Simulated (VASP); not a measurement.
# AgCl (Fm-3m) in VASP: settings compared

Aim: see how the results for AgCl move with the level of theory and the settings. Levels: PBE, PBE+U. Tasks: single point.

Program: VASP 6.6.1. These are calculated values, not measurements. Logs are shortened: lines on timing, memory, paths and dates and some standing lists are left out, and cuts for length are marked.

## 1. The cell of the first run

Symmetry: Fm-3m, No. 225, cubic system. The conventional cell has a = 5.759 Å, b = 5.759 Å, c = 5.759 Å, α = 90.00°, β = 90.00°, γ = 90.00°. Within 3.8 Å of Ag (site symmetry m-3m) lie 6 Cl at 2.88 Å. Cl (site symmetry m-3m) has 6 Ag at 2.88 Å within 3.8 Å.

## 2. Single point, PBE

Input file INCAR:

```
SYSTEM = AgCl
PREC = Accurate
ENCUT = 500
EDIFF = 1E-6
ISMEAR = 0
SIGMA = 0.1
LREAL = .False.
LASPH = .True.
NELM = 120
ALGO = Normal
ISIF = 2
LWAVE = .False.
LCHARG = .False.
GGA = PE
NBANDS = 16
GGA_COMPAT = .False.
```

Input file KPOINTS:

```
regular mesh
0
Gamma
  4 4 4
  0 0 0
```

Input file POSCAR:

```
AgCl
1.0
    0.0000000000      2.8794072515      2.8794072515
    2.8794072515      0.0000000000      2.8794072515
    2.8794072515      2.8794072515      0.0000000000
Ag Cl
1 1
Direct
    0.0000000000      0.0000000000      0.0000000000
    0.5000000000      0.5000000000      0.5000000000
```

Potentials or basis: VASP PAW PBE potentials, release 64 (Ag, Cl).

On the command line:

```sh
$ cat potpaw_PBE.64/Ag/POTCAR potpaw_PBE.64/Cl/POTCAR > POTCAR
$ mpirun -np 1 vasp_std > vasp.out
```

OUTCAR:

```text
SYSTEM = AgCl
   PREC = Accurate
   ENCUT = 500
   EDIFF = 1E-6
   ISMEAR = 0
   LREAL = .False.
   LASPH = .True.
   NELM = 120
   ISIF = 2
   GGA = PE

 ion  position               nearest neighbor table
   1  0.000  0.000  0.000-   2 2.88   2 2.88   2 2.88   2 2.88   2 2.88   2 2.88
   2  0.500  0.500  0.500-   1 2.88   1 2.88   1 2.88   1 2.88   1 2.88   1 2.88

  LATTYP: Found a face centered cubic cell.
 ALAT       =     5.7588145030

  Lattice vectors:

 A1 = (   0.0000000000,   2.8794072515,   2.8794072515)
 A2 = (   2.8794072515,   0.0000000000,   2.8794072515)
 A3 = (   2.8794072515,   2.8794072515,   0.0000000000)

Analysis of symmetry for initial positions (statically):
=====================================================================
 Subroutine PRICEL returns:
 Original cell was already a primitive cell.

 Routine SETGRP: Setting up the symmetry group for a
 face centered cubic supercell.

 Subroutine GETGRP returns: Found 48 space group operations
 (whereof 48 operations were pure point group operations)
 out of a pool of 48 trial point group operations.

The static configuration has the point symmetry O_h .

Analysis of symmetry for dynamics (positions and initial velocities):
=====================================================================
 Subroutine PRICEL returns:
 Original cell was already a primitive cell.

 Routine SETGRP: Setting up the symmetry group for a
 face centered cubic supercell.

 Subroutine GETGRP returns: Found 48 space group operations
 (whereof 48 operations were pure point group operations)
 out of a pool of 48 trial point group operations.

The dynamic configuration has the point symmetry O_h .

 Subroutine INISYM returns: Found 48 space group operations
 (whereof 48 operations are pure point group operations),
 and found     1 'primitive' translations

----------------------------------------------------------------------------------------

                                     Primitive cell

  volume of cell :      47.7463

  direct lattice vectors                    reciprocal lattice vectors
     0.000000000  2.879407251  2.879407251    -0.173646850  0.173646850  0.173646850
     2.879407251  0.000000000  2.879407251     0.173646850 -0.173646850  0.173646850
     2.879407251  2.879407251  0.000000000     0.173646850  0.173646850 -0.173646850

  length of vectors
     4.072096787  4.072096787  4.072096787     0.300765167  0.300765167  0.300765167

  position of ions in fractional coordinates (direct lattice)
     0.000000000  0.000000000  0.000000000
     0.500000000  0.500000000  0.500000000

  ion indices of the primitive-cell ions
   primitive index   ion index
                 1           1
                 2           2

----------------------------------------------------------------------------------------

 KPOINTS: regular mesh

Automatic generation of k-mesh.
 Grid dimensions read from file:
 generate k-points for:    4    4    4

 Generating k-lattice:

  Cartesian coordinates                     Fractional coordinates (reciprocal lattice)
    -0.043411713  0.043411713  0.043411713     0.250000000  0.000000000  0.000000000
     0.043411713 -0.043411713  0.043411713     0.000000000  0.250000000  0.000000000
     0.043411713  0.043411713 -0.043411713     0.000000000  0.000000000  0.250000000

  Length of vectors
     0.075191292  0.075191292  0.075191292

  Shift w.r.t. Gamma in fractional coordinates (k-lattice)
     0.000000000  0.000000000  0.000000000

 Subroutine IBZKPT returns following result:
 ===========================================

 Found      8 irreducible k-points:

 Following reciprocal coordinates:
            Coordinates               Weight
  0.000000  0.000000  0.000000      1.000000
  0.250000  0.000000  0.000000      8.000000
  0.500000  0.000000  0.000000      4.000000
  0.250000  0.250000  0.000000      6.000000
  0.500000  0.250000  0.000000     24.000000
 -0.250000  0.250000  0.000000     12.000000
  0.500000  0.500000  0.000000      3.000000
 -0.250000  0.500000  0.250000      6.000000
   k-points           NKPTS =      8   k-points in BZ     NKDIM =      8   number of bands    NBANDS=     16
   number of dos      NEDOS =    301   number of ions     NIONS =      2
   total plane-waves  NPLWV =  27000
   dimension x,y,z NGX =    30 NGY =   30 NGZ =   30
   dimension x,y,z NGXF=    60 NGYF=   60 NGZF=   60
   ions per type =               1   1
   NGX,Y,Z   is equivalent  to a cutoff of  12.25, 12.25, 12.25 a.u.
   NGXF,Y,Z  is equivalent  to a cutoff of  24.50, 24.50, 24.50 a.u.
 SYSTEM =  AgCl
   PREC   = accura    normal or accurate (medium, high low for compatibility)
   ISTART =      0    job   : 0-new  1-cont  2-samecut
   ICHARG =      2    charge: 1-file 2-atom 10-const
   ISPIN  =      1    spin polarized calculation?
   LNONCOLLINEAR =      F non collinear calculations
   LSORBIT =      F    spin-orbit coupling
   LASPH  =      T    aspherical Exc in radial PAW
   ENCUT  =  500.0 eV  36.75 Ry    6.06 a.u.   7.42  7.42  7.42*2*pi/ulx,y,z
   NELM   =    120;   NELMIN=  2; NELMDL= -5     # of ELM steps
   EDIFF  = 0.1E-05   stopping-criterion for ELM
   LREAL  =      F    real-space projection
   EDIFFG = 0.1E-04   stopping-criterion for IOM
   NSW    =      0    number of steps for IOM
   IBRION =     -1    ionic relax: 0-MD 1-quasi-New 2-CG
   NFREE  =      0    steps in history (QN), initial steepest desc. (CG)
   ISIF   =      2    stress and relaxation
   ISYM   =      2    0-nonsym 1-usesym 2-fastsym
   POTIM  = 0.5000    time-step for ionic-motion
   TEBEG  =    0.0;   TEEND  =   0.0 temperature during run
   PSTRESS=    0.0 pullay stress
   NELECT =      18.0000    total number of electrons
   NUPDOWN=      -1.0000    fix difference up-down
   EMIN   =  10.00;   EMAX   =-10.00  energy-range for DOS
   EFERMI =   0.00;   METHOD = LEGACY
   ISMEAR =     0;   SIGMA  =   0.10  broadening in eV -4-tet -1-fermi 0-gaus
   EFERMI_NEDOS =   21; number of points for ismear=-14 and -15
   IALGO  =     38    algorithm
   IMIX   =      4    mixing-type and parameters
     AMIX     =   0.40;   BMIX     =  1.00
     AMIX_MAG =   1.60;   BMIX_MAG =  1.00
  volume/ion in A,a.u.               =      23.87       161.10
  Fermi-wavevector in a.u.,A,eV,Ry     =   1.182640  2.234866 19.029618  1.398637
  Thomas-Fermi vector in A             =   2.318890
   LORBIT       =      0    0 simple, 1 ext, 2 COOP (PROOUT), +10 PAW based schemes
   GGA     = PE    functional components
   LHFCALC =     F    Hartree Fock is set to
   AEXX    =    0.0000 exact exchange contribution
   IVDW    =     0    specifies the selected vdW correction
   LEPSILON=     F    determine dielectric tensor
   LRPA    =     F    only Hartree local field effects (RPA)
 non-spin polarized calculation
 Gauss-broadening in eV      SIGMA  =   0.10
  energy-cutoff  :      500.00
  volume of cell :       47.75
 maximum number of plane-waves:      1243
 NGX is ok and might be reduce to    30
   NGX = 15   NGY = 15   NGZ = 15

 number of electron      18.0000007 magnetization

 Free energy of the ion-electron system (eV)
  ---------------------------------------------------
  ext. energy  EPLUGINS =         0.00000000
  ---------------------------------------------------
  free energy    TOTEN  =        -5.35978027 eV

  energy without entropy =       -5.35978027  energy(sigma->0) =       -5.35978027

 E-fermi :   2.9942     XC(G=0):  -9.3813

 val. band max:        2.4768581896   @ k =   0.5000   0.0000   0.0000
 cond. band min:       3.4352445376   @ k =   0.0000   0.0000   0.0000
 fundamental gap:      0.9583863480
 Fermi energy:         2.9941513651

 k-point     1 :       0.0000    0.0000    0.0000
  band No.  band energies     occupation
      1     -11.9601      2.00000
      2       0.4299      2.00000
      3       0.4299      2.00000
      4       0.4299      2.00000
      5       0.4661      2.00000
      6       0.4661      2.00000
[... 8 lines left out ...]
     15      15.1348      0.00000
     16      15.1348      0.00000

 k-point     2 :       0.2500    0.0000    0.0000
  band No.  band energies     occupation
      1     -11.8085      2.00000
      2      -0.9842      2.00000
      3      -0.5706      2.00000
      4      -0.5706      2.00000
      5       0.5653      2.00000
      6       0.5653      2.00000
[... 8 lines left out ...]
     15      14.7003      0.00000
     16      14.7159      0.00000

 k-point     3 :       0.5000    0.0000    0.0000
  band No.  band energies     occupation
      1     -11.6468      2.00000
      2      -1.8759      2.00000
      3      -0.9901      2.00000
      4      -0.9901      2.00000
      5       0.7033      2.00000
      6       0.7033      2.00000
[... 8 lines left out ...]
     15      16.2301      0.00000
     16      16.2301      0.00000

 k-point     4 :       0.2500    0.2500    0.0000
  band No.  band energies     occupation
      1     -11.7770      2.00000
      2      -1.2329      2.00000
      3      -0.0223      2.00000
      4      -0.0223      2.00000
      5       0.3106      2.00000
      6       0.5373      2.00000
[... 8 lines left out ...]
     15      16.6681      0.00000
     16      17.9416      0.00000

 k-point     5 :       0.5000    0.2500    0.0000
  band No.  band energies     occupation
      1     -11.6369      2.00000
      2      -1.3514      2.00000
      3      -0.8550      2.00000
      4      -0.6777      2.00000
      5       0.5334      2.00000
      6       0.7419      2.00000
[... 8 lines left out ...]
     15      16.7556      0.00000
     16      17.4025      0.00000

 k-point     6 :      -0.2500    0.2500    0.0000
  band No.  band energies     occupation
      1     -11.6698      2.00000
      2      -1.4957      2.00000
      3      -0.9303      2.00000
      4      -0.5828      2.00000
      5       0.6295      2.00000
      6       0.6940      2.00000
[... 8 lines left out ...]
     15      16.5166      0.00000
     16      17.5775      0.00000

 k-point     7 :       0.5000    0.5000    0.0000
  band No.  band energies     occupation
      1     -11.6261      2.00000
      2      -1.0531      2.00000
      3      -0.0003      2.00000
      4      -0.0003      2.00000
      5       0.1922      2.00000
      6       0.6093      2.00000
[... 8 lines left out ...]
     15      17.6015      0.00000
     16      17.6021      0.00000

 k-point     8 :      -0.2500    0.5000    0.2500
  band No.  band energies     occupation
      1     -11.6044      2.00000
      2      -1.0152      2.00000
      3      -0.7794      2.00000
      4      -0.7794      2.00000
      5       0.7682      2.00000
      6       0.7949      2.00000
[... 8 lines left out ...]
     15      15.6413      0.00000
     16      17.5764      0.00000

------------------------ aborting loop because EDIFF is reached ----------------------------------------

  FORCE on cell =-STRESS in cart. coord.  units (eV):
  Direction    XX          YY          ZZ          XY          YZ          ZX
  --------------------------------------------------------------------------------------
  -------------------------------------------------------------------------------------
  Total       -0.7900407     -0.7900407     -0.7900407      0.0000000     -0.0000000      0.0000000
  in kB      -26.5106754    -26.5106754    -26.5106754      0.0000000     -0.0000000      0.0000000
  external PRESSURE =     -26.5106754 kB  Pullay stress =       0.0000000 kB

 VOLUME and BASIS-vectors are now :
 -----------------------------------------------------------------------------
  energy-cutoff  :      500.00
  volume of cell :       47.75
      direct lattice vectors                 reciprocal lattice vectors
     0.000000000  2.879407251  2.879407251    -0.173646850  0.173646850  0.173646850
     2.879407251  0.000000000  2.879407251     0.173646850 -0.173646850  0.173646850
     2.879407251  2.879407251  0.000000000     0.173646850  0.173646850 -0.173646850

 POSITION                                       TOTAL-FORCE (eV/Angst)
 -----------------------------------------------------------------------------------
      0.00000      0.00000      0.00000        -0.000000      0.000000      0.000000
      2.87941      2.87941      2.87941         0.000000     -0.000000     -0.000000
 -----------------------------------------------------------------------------------
    total drift:                               -0.000000      0.000000      0.000000

  FREE ENERGIE OF THE ION-ELECTRON SYSTEM (eV)
  ---------------------------------------------------
  free  energy   TOTEN  =        -5.3597802719 eV

  energy  without entropy=       -5.3597802719  energy(sigma->0) =       -5.35978027
```

Run time: 5.6 s. Hardware: 1 thread of AMD EPYC 7R43 (Zen 3), shared host; peak memory 0.13 GiB.

What came out:

```
Free energy            : -5.3598 eV
Pressure               : -2.7 GPa
Band gap on the k mesh : 0.96 eV, indirect (least direct gap 2.83 eV)
```

Caveat: the k points lie up to 0.47 Å⁻¹ apart.

## 3. Single point, PBE+U

This run uses another cell than the first one, of 21.32 Å³/atom, 0.893 times its volume.

Input file INCAR:

```
ALGO = Normal
EDIFF = 1E-6
ENCUT = 500
GGA = PE
GGA_COMPAT = False
ISIF = 2
ISMEAR = 1
LASPH = True
LCHARG = True
LDAU = True
LDAUJ = 0 0
LDAUL = 2 -1
LDAUPRINT = 1
LDAUTYPE = 2
LDAUU = 5.5 0
LELF = True
LMAXMIX = 4
LREAL = False
LVHAR = True
LWAVE = False
NBANDS = 16
NELM = 200
PREC = Accurate
SIGMA = 0.27211386245988
```

Input file KPOINTS:

```
k-points
0
Gamma
  4 4 4
```

Input file POSCAR:

```
AgCl
1.0
    0.0000000000      2.7726629968      2.7726629968
    2.7726629968      0.0000000000      2.7726629968
    2.7726629968      2.7726629968      0.0000000000
Ag Cl
1 1
Direct
    0.0000000000      0.0000000000      0.0000000000
    0.5000000000      0.5000000000      0.5000000000
```

Potentials or basis: VASP PAW PBE potentials, release 64 (Ag, Cl).

On the command line:

```sh
$ cat potpaw_PBE.64/Ag/POTCAR potpaw_PBE.64/Cl/POTCAR > POTCAR
$ mpirun -np 1 vasp_std > vasp.out
```

Run time: 6.7 s. Hardware: 1 thread of AMD EPYC 7R43 (Zen 3), shared host; peak memory 0.13 GiB.

It converged, with:

```yaml
Free_energy: -4.1158 eV
Pressure: 1.2 GPa
Band_gap_on_the_k_mesh: 1.99 eV, indirect (least direct gap 3.40 eV)
```

Levels at points of the mesh, in eV from the valence-band top:
| k point | band 7 | band 8 | band 9 | band 10 | band 11 | band 12 |
| --- | --- | --- | --- | --- | --- | --- |
| (0.00, 0.00, 0.00) | -1.41 | -1.41 | -1.41 | 1.99 | 11.44 | 11.44 |
| (0.50, 0.00, 0.00) | -2.40 | 0.00 | 0.00 | 5.28 | 7.60 | 8.72 |
| (0.50, 0.50, 0.00) | -2.98 | -2.13 | -2.13 | 3.49 | 8.56 | 9.66 |

Eigenvalues of the final occupation matrices:
| site | spin | trace | eigenvalues |
| --- | --- | --- | --- |
| site 1 d | 1 | 4.82 | 0.96 0.96 0.96 0.97 0.97 |
| site 1 d | 2 | 4.82 | 0.96 0.96 0.96 0.97 0.97 |

Caveat: the k points lie up to 0.49 Å⁻¹ apart. A k mesh can miss the band edges.

## 4. Single point, PBE, collinear spin, ferromagnetic start

This run uses another cell than the first one, of 21.32 Å³/atom, 0.893 times its volume.

Input file INCAR:

```
SYSTEM = AgCl
PREC     = Accurate       ! precision mode
ENCUT    = 500            ! plane-wave cutoff, eV
EDIFF    = 1E-6           ! SCF threshold, eV
ISMEAR   = 0              ! smearing method
SIGMA    = 0.1            ! smearing width, eV
LREAL    = .FALSE.        ! projectors in reciprocal space
LASPH    = .TRUE.         ! aspherical terms in the spheres
NELM     = 200            ! most SCF steps
ALGO     = Normal         ! electronic algorithm
ISIF     = 2              ! what is computed and relaxed
LWAVE    = .FALSE.        ! write WAVECAR
LCHARG   = .FALSE.        ! write CHGCAR
ISPIN    = 2              ! spin polarisation
MAGMOM   = 1.45 1.6       ! initial moments
LORBIT   = 11             ! projections on sites
NUPDOWN  = 4.0            ! fixed moment
LMAXMIX  = 4              ! l up to which the mixer works
GGA      = PE             ! functional
NBANDS   = 20             ! bands
GGA_COMPAT= .FALSE.
```

Input file KPOINTS:

```
Automatic mesh
0
G
  4 4 4
  0 0 0
```

POSCAR is that of step 3.

On the command line:

```sh
$ cat potpaw_PBE.64/Ag/POTCAR potpaw_PBE.64/Cl/POTCAR > POTCAR
$ mpirun -np 1 vasp_std > vasp.out
```

Run time: 19 s. Hardware: 1 thread of AMD EPYC 7R43 (Zen 3), shared host; peak memory 0.15 GiB.

The run converged. Its results:

```
Free energy                                           : 6.9878 eV
Pressure                                              : 17.3 GPa
Net moment                                            : 4.00 μB per cell
Site moments                                          : Ag +1.43; Cl +1.17 μB
Valence electrons inside the program's atomic spheres : Ag 9.52; Cl 4.75
```

Caveat: the k points lie up to 0.49 Å⁻¹ apart; the total moment is fixed, so each spin has its own Fermi level.

## 5. Single point, PBE

This run uses another cell than the first one, of 21.32 Å³/atom, 0.893 times its volume.

Input file INCAR:

```
PREC = Accurate
ENCUT = 500
EDIFF = 1E-6
ISMEAR = 0
SIGMA = 0.1
LREAL = F
LASPH = T
NELM = 120
ALGO = Normal
ISIF = 2
LWAVE = F
LCHARG = F
GGA = PE
ISYM = 0
NBANDS = 16
GGA_COMPAT = F
```

Input file KPOINTS:

```
Automatic mesh
0
Gamma
  4 4 4
  0.5 0.5 0.5
```

POSCAR is that of step 4.

On the command line:

```sh
$ cat potpaw_PBE.64/Ag/POTCAR potpaw_PBE.64/Cl/POTCAR > POTCAR
$ mpirun -np 1 vasp_std > vasp.out
```

It took 84 s on 1 thread of AMD EPYC 7R43 (Zen 3), shared host; peak memory 0.19 GiB.

It converged, with:

* Free energy: -5.3942 eV
* Pressure: 1.5 GPa
* Band gap on the k mesh: 1.84 eV, indirect (least direct gap 3.18 eV)

Levels at points of the mesh, in eV from the valence-band top:
```
           k point  band 6  band 7  band 8  band 9  band 10  band 11  band 12  band 13
(0.12, 0.12, 0.12)   -2.16   -1.93   -1.34   -1.34     1.84     9.71    10.74    10.74
```

A k mesh can miss the band edges. PBE gaps usually lie below the measured ones, often by a third to a half.

## 6. Overview

```csv
level,spin,U,fixed moment (μB),cell,k mesh,smearing,gap on the mesh (eV),pressure (GPa)
PBE,off,-,-,"a = 4.072 Å, angles 60.0°, 2 atoms",4 × 4 × 4,gaussian 0.1 eV,0.96,-2.7
PBE+U,off,Ag d U = 5.5 eV,-,"a = 3.921 Å, angles 60.0°, 2 atoms",4 × 4 × 4,methfessel-paxton 0.272114 eV,1.99,1.2
PBE,"collinear, ferromagnetic start",-,4.0,"a = 3.921 Å, angles 60.0°, 2 atoms",4 × 4 × 4,gaussian 0.1 eV,-,17.3
PBE,off,-,-,"a = 3.921 Å, angles 60.0°, 2 atoms","4 × 4 × 4, shifted",gaussian 0.1 eV,1.84,1.5
```

Alike in all rows: task single point; potentials or basis VASP PAW PBE potentials, release 64 (Ag, Cl); cutoff (eV) 500.

Caveats: some runs use coarse meshes; the total moment is fixed, so each spin has its own Fermi level (some runs).

Total energies depend on the potentials used, so only differences within one code and one set of settings carry meaning.
